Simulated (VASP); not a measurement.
A run of VASP 6.6.1:

INCAR

```
PREC = Accurate ; ENCUT = 520
EDIFF = 1E-6 ; ISMEAR = -1
SIGMA = 0.1 ; LREAL = F
LASPH = T ; NELM = 60
ALGO = Normal ; ISIF = 2
LWAVE = F ; LCHARG = F
GGA = PS ; NBANDS = 12
```

File KPOINTS:

```
Automatic mesh
0
Gamma
  10 10 10
```

POSCAR

```
Ti
1.0
    3.0180000000      0.0000000000      0.0000000000
    0.0000000000      3.0180000000      0.0000000000
    0.0000000000      0.0000000000      3.0180000000
Ti
1
Direct
    0.5000000000      0.5000000000      0.5000000000
```

Potentials or basis: VASP PAW PBE potentials, release 64 (Ti_sv).

The run is started by

```sh
$ cat potpaw_PBE.64/Ti_sv/POTCAR > POTCAR
$ mpirun -np 1 vasp_std > vasp.out
```

Hardware: 1 thread of Intel Xeon 8259CL, on a shared host.

Problem. Estimate the wall time of this run.

Solution. Run time: 17 s on 1 thread of Intel Xeon 8259CL, on a shared host, peak memory 0.14 GiB. Counts: scf iterations 12, k points 56.
